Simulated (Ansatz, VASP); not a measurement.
ZnS in VASP and in Ansatz

```
CELL_PARAMETERS angstrom
0.00000 2.48828 2.59646
2.48828 0.00000 2.59646
2.48828 2.48828 0.00000
ATOMIC_POSITIONS crystal
Zn 0.00000 0.00000 0.00000
S 0.75000 0.75000 0.75000
```

Change from the starting cell: strain -0.080 along x and y, -0.040 along z, atoms carried along.

Alike in both runs: task single point; functional r2SCAN; k mesh 8 × 8 × 8; occupations gaussian, width 0.05 eV; no spin polarisation.

|  | VASP | Ansatz |
| --- | --- | --- |
| version | VASP 6.6.1 | Ansatz 0.2.0 |
| potentials or method | VASP PAW PBE potentials, release 64 (Zn, S), cutoff 520 eV | scalar-relativistic, plane waves, PAW |
| valence electrons in the cell | 18 | 18 |

```csv
,VASP,Ansatz,Ansatz less VASP
gap on the k mesh at the Fermi level (eV),3.03,3.02,-0.006
least direct gap on the mesh (eV),3.61,3.58,-0.033
pressure (GPa),23.8,23.6,-0.22
"traceless stress, the component that is largest in VASP (GPa)",-0.96,-0.97,-0.012
```

VASP's potentials were made for PBE, not for r2SCAN.
